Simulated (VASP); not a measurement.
# Hf2SeS3 (P6/mmm) in VASP: a series of runs

Hf2SeS3 is run at these levels: PBE; tasks: relaxation of cell and atoms.

All numbers are computed with VASP 6.6.1; they aren't measurements. Logs are shortened: lines on timing, memory, paths and dates and some standing lists are left out, and cuts for length are marked.

### Step 1. The cell of the first run

Symmetry: P6/mmm, No. 191, hexagonal system. The conventional cell has a = 6.516 Å, b = 6.516 Å, c = 3.416 Å, α = 90.00°, β = 90.00°, γ = 120.00°. Hf (site symmetry -6m2) has 6 S at 2.54 Å and 2 Hf at 3.42 Å within 3.5 Å. Within 4.5 Å of Se (site symmetry 6/mmm) lie 2 Se at 3.42 Å and 12 S at 3.68 Å and 6 Hf at 3.76 Å. S (site symmetry mmm) has 4 Hf at 2.54 Å and 6 S at 3.26 to 3.42 Å within 3.5 Å.

The cell was generated, and may not be a known phase.

### Step 2. Relaxation of cell and atoms, PBE

Contents of INCAR:

```
PREC = Accurate
ENCUT = 600
EDIFF = 1E-6
ISMEAR = 0
SIGMA = 0.1
LREAL = F
LASPH = T
NELM = 80
ALGO = Normal
ISIF = 3
LWAVE = F
LCHARG = F
GGA = PE
IBRION = 2
NSW = 90
EDIFFG = -0.04
```

Contents of KPOINTS:

```
regular mesh
0
Gamma
  3 3 6
```

Contents of POSCAR:

```
Hf2SeS3
1.0
    6.5164213295      0.0000000000      0.0000000000
   -3.2582106648      5.6433864131      0.0000000000
    0.0000000000      0.0000000000      3.4159248317
Hf Se S
2 1 3
Direct
    0.3333333333      0.6666666667      0.0000000000
    0.6666666667      0.3333333333      0.0000000000
    0.0000000000      0.0000000000      0.0000000000
    0.5000000000      0.0000000000      0.5000000000
    0.5000000000      0.5000000000      0.5000000000
    0.0000000000      0.5000000000      0.5000000000
```

Potentials or basis: VASP PAW PBE potentials, release 64 (Hf_pv, Se, S).

Command:

```bash
$ cat potpaw_PBE.64/Hf_pv/POTCAR potpaw_PBE.64/Se/POTCAR potpaw_PBE.64/S/POTCAR > POTCAR
$ mpirun -np 1 vasp_std > vasp.out
```

OUTCAR:

```text
PREC = Accurate
   ENCUT = 600
   EDIFF = 1E-6
   ISMEAR = 0
   LREAL = F
   LASPH = T
   NELM = 80
   ISIF = 3
   GGA = PE
   IBRION = 2
   NSW = 90
   EDIFFG = -0.04

 ion  position               nearest neighbor table
   1  0.333  0.667  0.000-   6 2.54   6 2.54   4 2.54   4 2.54   5 2.54   5 2.54   2 3.76   2 3.76
                             2 3.76
   2  0.667  0.333  0.000-   6 2.54   6 2.54   4 2.54   4 2.54   5 2.54   5 2.54   1 3.76   1 3.76
                             1 3.76
   3  0.000  0.000  0.000-
   4  0.500  0.000  0.500-   1 2.54   2 2.54   1 2.54   2 2.54
   5  0.500  0.500  0.500-   1 2.54   2 2.54   1 2.54   2 2.54
   6  0.000  0.500  0.500-   1 2.54   2 2.54   1 2.54   2 2.54

  LATTYP: Found a hexagonal cell.
 ALAT       =     6.5164213295
 C/A-ratio  =     0.5242025736

  Lattice vectors:

 A1 = (   6.5164213295,   0.0000000000,   0.0000000000)
 A2 = (  -3.2582106648,   5.6433864131,   0.0000000000)
 A3 = (   0.0000000000,   0.0000000000,   3.4159248317)

Analysis of symmetry for initial positions (statically):
=====================================================================
 Subroutine PRICEL returns:
 Original cell was already a primitive cell.

 Routine SETGRP: Setting up the symmetry group for a
 hexagonal supercell.

 Subroutine GETGRP returns: Found 24 space group operations
 (whereof 24 operations were pure point group operations)
 out of a pool of 24 trial point group operations.

The static configuration has the point symmetry D_6h.

Analysis of symmetry for dynamics (positions and initial velocities):
=====================================================================
 Subroutine PRICEL returns:
 Original cell was already a primitive cell.

 Routine SETGRP: Setting up the symmetry group for a
 hexagonal supercell.

 Subroutine GETGRP returns: Found 24 space group operations
 (whereof 24 operations were pure point group operations)
 out of a pool of 24 trial point group operations.

The dynamic configuration has the point symmetry D_6h.

 Subroutine INISYM returns: Found 24 space group operations
 (whereof 24 operations are pure point group operations),
 and found     1 'primitive' translations

----------------------------------------------------------------------------------------

                                     Primitive cell

  volume of cell :     125.6196

  direct lattice vectors                    reciprocal lattice vectors
     6.516421329  0.000000000  0.000000000     0.153458463  0.088599285  0.000000000
    -3.258210665  5.643386413  0.000000000     0.000000000  0.177198570  0.000000000
     0.000000000  0.000000000  3.415924832     0.000000000  0.000000000  0.292746489

  length of vectors
     6.516421329  6.516421330  3.415924832     0.177198570  0.177198570  0.292746489

  position of ions in fractional coordinates (direct lattice)
     0.333333333  0.666666667  0.000000000
     0.666666667  0.333333333  0.000000000
     0.000000000  0.000000000  0.000000000
     0.500000000  0.000000000  0.500000000
     0.500000000  0.500000000  0.500000000
     0.000000000  0.500000000  0.500000000

  ion indices of the primitive-cell ions
   primitive index   ion index
                 1           1
                 2           2
                 3           3
                 4           4
                 5           5
                 6           6

----------------------------------------------------------------------------------------

 KPOINTS: regular mesh

Automatic generation of k-mesh.
 Grid dimensions read from file:
 generate k-points for:    3    3    6

 Generating k-lattice:

  Cartesian coordinates                     Fractional coordinates (reciprocal lattice)
     0.051152821  0.029533095  0.000000000     0.333333333  0.000000000  0.000000000
     0.000000000  0.059066190  0.000000000     0.000000000  0.333333333  0.000000000
     0.000000000  0.000000000  0.048791081     0.000000000  0.000000000  0.166666667

  Length of vectors
     0.059066190  0.059066190  0.048791081

  Shift w.r.t. Gamma in fractional coordinates (k-lattice)
     0.000000000  0.000000000  0.000000000

 Subroutine IBZKPT returns following result:
 ===========================================

 Found     12 irreducible k-points:

 Following reciprocal coordinates:
            Coordinates               Weight
  0.000000  0.000000  0.000000      1.000000
  0.333333  0.000000  0.000000      6.000000
  0.333333  0.333333  0.000000      2.000000
  0.000000  0.000000  0.166667      2.000000
  0.333333  0.000000  0.166667     12.000000
  0.333333  0.333333  0.166667      4.000000
  0.000000  0.000000  0.333333      2.000000
  0.333333  0.000000  0.333333     12.000000
  0.333333  0.333333  0.333333      4.000000
  0.000000  0.000000  0.500000      1.000000
  0.333333  0.000000  0.500000      6.000000
  0.333333  0.333333  0.500000      2.000000
   k-points           NKPTS =     12   k-points in BZ     NKDIM =     12   number of bands    NBANDS=     26
   number of dos      NEDOS =    301   number of ions     NIONS =      6
   total plane-waves  NPLWV =  81648
   dimension x,y,z NGX =    54 NGY =   54 NGZ =   28
   dimension x,y,z NGXF=   108 NGYF=  108 NGZF=   56
   ions per type =               2   1   3
   NGX,Y,Z   is equivalent  to a cutoff of  13.78, 13.78, 13.63 a.u.
   NGXF,Y,Z  is equivalent  to a cutoff of  27.55, 27.55, 27.25 a.u.
 SYSTEM =  unknown system
   PREC   = accura    normal or accurate (medium, high low for compatibility)
   ISTART =      0    job   : 0-new  1-cont  2-samecut
   ICHARG =      2    charge: 1-file 2-atom 10-const
   ISPIN  =      1    spin polarized calculation?
   LNONCOLLINEAR =      F non collinear calculations
   LSORBIT =      F    spin-orbit coupling
   LASPH  =      T    aspherical Exc in radial PAW
   ENCUT  =  600.0 eV  44.10 Ry    6.64 a.u.  13.01 13.01  6.82*2*pi/ulx,y,z
   NELM   =     80;   NELMIN=  2; NELMDL= -5     # of ELM steps
   EDIFF  = 0.1E-05   stopping-criterion for ELM
   LREAL  =      F    real-space projection
   EDIFFG = -.4E-01   stopping-criterion for IOM
   NSW    =     90    number of steps for IOM
   IBRION =      2    ionic relax: 0-MD 1-quasi-New 2-CG
   NFREE  =      1    steps in history (QN), initial steepest desc. (CG)
   ISIF   =      3    stress and relaxation
   ISYM   =      2    0-nonsym 1-usesym 2-fastsym
   POTIM  = 0.5000    time-step for ionic-motion
   TEBEG  =    0.0;   TEEND  =   0.0 temperature during run
   PSTRESS=    0.0 pullay stress
   NELECT =      44.0000    total number of electrons
   NUPDOWN=      -1.0000    fix difference up-down
   EMIN   =  10.00;   EMAX   =-10.00  energy-range for DOS
   EFERMI =   0.00;   METHOD = LEGACY
   ISMEAR =     0;   SIGMA  =   0.10  broadening in eV -4-tet -1-fermi 0-gaus
   EFERMI_NEDOS =   21; number of points for ismear=-14 and -15
   IALGO  =     38    algorithm
   IMIX   =      4    mixing-type and parameters
     AMIX     =   0.40;   BMIX     =  1.00
     AMIX_MAG =   1.60;   BMIX_MAG =  1.00
  volume/ion in A,a.u.               =      20.94       141.29
  Fermi-wavevector in a.u.,A,eV,Ry     =   1.154002  2.180748 18.119166  1.331721
  Thomas-Fermi vector in A             =   2.290642
   LORBIT       =      0    0 simple, 1 ext, 2 COOP (PROOUT), +10 PAW based schemes
   GGA     = PE    functional components
   LHFCALC =     F    Hartree Fock is set to
   AEXX    =    0.0000 exact exchange contribution
   IVDW    =     0    specifies the selected vdW correction
   LEPSILON=     F    determine dielectric tensor
   LRPA    =     F    only Hartree local field effects (RPA)
 conjugate gradient relaxation of ions
 non-spin polarized calculation
 Gauss-broadening in eV      SIGMA  =   0.10
  energy-cutoff  :      600.00
  volume of cell :      125.62
 maximum number of plane-waves:      4221
 NGX is ok and might be reduce to    54
   NGX = 27   NGY = 27   NGZ = 13

--------------------------------------- Ionic step        1  -------------------------------------------

 number of electron      44.0000005 magnetization

 Free energy of the ion-electron system (eV)
  ---------------------------------------------------
  ext. energy  EPLUGINS =         0.00000000
  ---------------------------------------------------
  free energy    TOTEN  =       -41.32463084 eV

  energy without entropy =      -41.30466620  energy(sigma->0) =      -41.31464852

------------------------ aborting loop because EDIFF is reached ----------------------------------------

  FORCE on cell =-STRESS in cart. coord.  units (eV):
  Direction    XX          YY          ZZ          XY          YZ          ZX
  --------------------------------------------------------------------------------------
  -------------------------------------------------------------------------------------
  Total        0.4505781      0.4505781     -1.6948016     -0.0000000      0.0000000      0.0000000
  in kB        5.7467649      5.7467649    -21.6158446     -0.0000000      0.0000000      0.0000000
  external PRESSURE =      -3.3741049 kB  Pullay stress =       0.0000000 kB

 VOLUME and BASIS-vectors are now :
 -----------------------------------------------------------------------------
  energy-cutoff  :      600.00
  volume of cell :      125.62
      direct lattice vectors                 reciprocal lattice vectors
     6.516421329  0.000000000  0.000000000     0.153458463  0.088599285  0.000000000
    -3.258210665  5.643386413  0.000000000     0.000000000  0.177198570  0.000000000
     0.000000000  0.000000000  3.415924832     0.000000000  0.000000000  0.292746489
[... 81 lines left out ...]
 POSITION                                       TOTAL-FORCE (eV/Angst)
 -----------------------------------------------------------------------------------
     -0.00000      3.77623      0.00000        -0.000000      0.000000     -0.000000
      3.27031      1.88811      3.36821         0.000000     -0.000000      0.000000
     -3.27031      5.66434      0.00000         0.000000     -0.000000      0.000000
     -0.00000      5.66434      1.68411         0.000000     -0.000000      0.000000
      1.63515      2.83217      1.68411         0.000000     -0.000000      0.000000
     -1.63515      2.83217      1.68411         0.000000     -0.000000      0.000000
 -----------------------------------------------------------------------------------
    total drift:                                0.000000      0.000000      0.000000

  FREE ENERGIE OF THE ION-ELECTRON SYSTEM (eV)
  ---------------------------------------------------
  free  energy   TOTEN  =       -41.3385026173 eV

  energy  without entropy=      -41.3211818704  energy(sigma->0) =      -41.32984224

--------------------------------------- Ionic step        4  -------------------------------------------

 number of electron      43.9999997 magnetization

 Free energy of the ion-electron system (eV)
  ---------------------------------------------------
  ext. energy  EPLUGINS =         0.00000000
  ---------------------------------------------------
  free energy    TOTEN  =       -41.34311958 eV

  energy without entropy =      -41.32472870  energy(sigma->0) =      -41.33392414

 E-fermi :   5.2671     XC(G=0): -10.2174

 val. band max:        5.2646563675   @ k =   0.3333   0.3333   0.1667
 cond. band min:       5.3129869115   @ k =   0.3333   0.0000   0.1667
 fundamental gap:      0.0483305441
 Fermi energy:         5.2671474851

 k-point     1 :       0.0000    0.0000    0.0000
  band No.  band energies     occupation
      1     -27.2425      2.00000
      2     -27.2425      2.00000
      3     -27.1728      2.00000
      4     -27.1728      2.00000
      5     -26.9672      2.00000
      6     -26.9535      2.00000
[... 18 lines left out ...]
     25       5.8000      0.00000
     26       5.8000      0.00000
[... 339 lines left out ...]
 POSITION                                       TOTAL-FORCE (eV/Angst)
 -----------------------------------------------------------------------------------
     -0.00000      3.80778      3.35841        -0.000000      0.000000     -0.000000
      3.29763      1.90389      0.00000         0.000000     -0.000000      0.000000
      0.00000     -0.00000      0.00000         0.000000      0.000000      0.000000
      3.29763     -0.00000      1.67920         0.000000      0.000000      0.000000
      1.64882      2.85583      1.67920         0.000000      0.000000      0.000000
     -1.64882      2.85583      1.67920         0.000000      0.000000      0.000000
 -----------------------------------------------------------------------------------
    total drift:                                0.000000      0.000000      0.000000

  FREE ENERGIE OF THE ION-ELECTRON SYSTEM (eV)
  ---------------------------------------------------
  free  energy   TOTEN  =       -41.3431195791 eV

  energy  without entropy=      -41.3247286972  energy(sigma->0) =      -41.33392414

 reached required accuracy - stopping structural energy minimisation
```

It took 82 s on 1 thread of Intel Xeon 6975P-C (Granite Rapids), shared host; peak memory 0.31 GiB.

Results:

```yaml
Free_energy: -41.3431 eV
Relaxed_volume: 21.09 Å³/atom
Relaxed_cell: a = 6.595 Å, b = 6.595 Å, c = 3.358 Å, α = 90.00°, β = 90.00°, γ = 120.00°
Space_group_after_relaxing_to_0.1_Å: P6/mmm (No. 191)
Energy_gained_by_relaxing: 3.1 meV/atom
Ionic_steps: 4
Pressure_after_relaxing: -0.2 GPa
Band_gap_on_the_k_mesh: zero (bands 22 and 23 overlap by 0.17 eV)
```

Stress tensor (GPa, compression positive):
```
-0.25  0.00  0.00
 0.00 -0.25  0.00
 0.00  0.00 -0.09
```

The path:
| step | energy change (eV) | largest force (eV/Å) | pressure (GPa) | volume (Å³) |
| --- | --- | --- | --- | --- |
| 1 | 0.0000 | 0.0000 | -0.34 | 125.62 |
| 2 | -0.0139 | 0.0000 | 0.86 | 124.81 |
| 3 | -0.0139 | 0.0000 | 0.89 | 124.79 |
| 4 | -0.0185 | 0.0000 | -0.19 | 126.51 |

Final structure:
```
CELL_PARAMETERS angstrom
6.59527 0.00000 0.00000
-3.29763 5.71167 0.00000
0.00000 0.00000 3.35841
ATOMIC_POSITIONS crystal
Hf 0.33333 0.66667 0.00000
Hf 0.66667 0.33333 0.00000
Se 0.00000 0.00000 0.00000
S 0.50000 0.00000 0.50000
S 0.50000 0.50000 0.50000
S 0.00000 0.50000 0.50000
```

Caveat: the k points lie up to 0.37 Å⁻¹ apart in the final cell; spin-orbit coupling is left out, which moves the levels of the heavy elements.

### Step 3. Relaxation of cell and atoms, PBE

This run uses another cell than the first one, of 21.17 Å³/atom.

Contents of INCAR:

```
PREC     = Accurate       # precision mode
ENCUT    = 600            # plane-wave cutoff, eV
EDIFF    = 1E-6           # SCF threshold, eV
ISMEAR   = 0              # smearing method
SIGMA    = 0.1            # smearing width, eV
LREAL    = F              # projectors in reciprocal space
LASPH    = T              # aspherical terms in the spheres
NELM     = 80             # most SCF steps
ALGO     = Normal         # electronic algorithm
ISIF     = 3              # what is computed and relaxed
LWAVE    = F              # write WAVECAR
LCHARG   = F              # write CHGCAR
GGA      = PE             # functional
IBRION   = 2              # ionic algorithm
NSW      = 100            # ionic steps
EDIFFG   = -0.01          # ionic threshold
```

Contents of KPOINTS:

```
regular mesh
0
Gamma
  6 6 12
```

POSCAR, as its differences from that of step 2:

```diff
@@ -2,5 +2,5 @@
 1.0
-    6.5164213295      0.0000000000      0.0000000000
-   -3.2582106648      5.6433864131      0.0000000000
-    0.0000000000      0.0000000000      3.4159248317
+    6.5985820500      0.0000000000      0.0000000000
+   -3.2992910250      5.7145396842      0.0000000000
+    0.0000000000      0.0000000000      3.3683381789
 Hf Se S
```

Potentials or basis: VASP PAW PBE potentials, release 64 (Hf_pv, Se, S).

Command:

```bash
$ cat potpaw_PBE.64/Hf_pv/POTCAR potpaw_PBE.64/Se/POTCAR potpaw_PBE.64/S/POTCAR > POTCAR
$ mpirun -np 1 vasp_std > vasp.out
```

It took 3.9 min on 1 thread of Intel Xeon 6975P-C (Granite Rapids), shared host; peak memory 0.42 GiB.

The run converged. Its results:

* Free energy: -41.4005 eV
* Relaxed volume: 21.00 Å³/atom
* Relaxed cell: a = 6.584 Å, b = 6.584 Å, c = 3.356 Å, α = 90.00°, β = 90.00°, γ = 120.00°
* Space group after relaxing (to 0.1 Å): P6/mmm (No. 191)
* Energy gained by relaxing: 0.5 meV/atom
* Ionic steps: 3
* Pressure after relaxing: 0.0 GPa
* Band gap on the k mesh: zero (bands 22 and 23 overlap by 0.75 eV)

Step by step:
| step | energy change (eV) | largest force (eV/Å) | pressure (GPa) | volume (Å³) |
| --- | --- | --- | --- | --- |
| 1 | 0.0000 | 0.0000 | -0.85 | 127.01 |
| 2 | 0.0003 | 0.0000 | 0.92 | 124.95 |
| 3 | -0.0029 | 0.0000 | 0.00 | 126.00 |

Final structure:
```yaml
crystal:
  lattice:
    - [6.58423, 0.00000, 0.00000]
    - [-3.29212, 5.70211, 0.00000]
    - [0.00000, 0.00000, 3.35598]
  atoms:
    - { symbol: Hf, position: [0.33333, 0.66667, 0.00000] }
    - { symbol: Hf, position: [0.66667, 0.33333, 0.00000] }
    - { symbol: Se, position: [0.00000, 0.00000, 0.00000] }
    - { symbol: S, position: [0.50000, 0.00000, 0.50000] }
    - { symbol: S, position: [0.50000, 0.50000, 0.50000] }
    - { symbol: S, position: [0.00000, 0.50000, 0.50000] }
```

Levels at points of the mesh, in eV from the Fermi level:
```
           k point  band 19  band 20  band 21  band 22  band 23  band 24  band 25  band 26
(0.00, 0.00, 0.00)    -2.72    -1.98    -0.24    -0.24     0.07     0.07     0.47     0.47
(0.50, 0.00, 0.00)    -3.08    -2.31    -0.50    -0.48    -0.22     0.58     0.94     1.34
(0.00, 0.00, 0.50)    -2.58    -1.92    -1.92    -1.34     1.06     1.29     1.29     1.72
(0.50, 0.00, 0.50)    -1.86    -1.77    -1.60    -0.64    -0.04     0.70     1.54     2.52
```

Caveat: spin-orbit coupling is left out, which moves the levels of the heavy elements.

The gap in the log of VASP goes by the Fermi energy; the results here count the filled bands.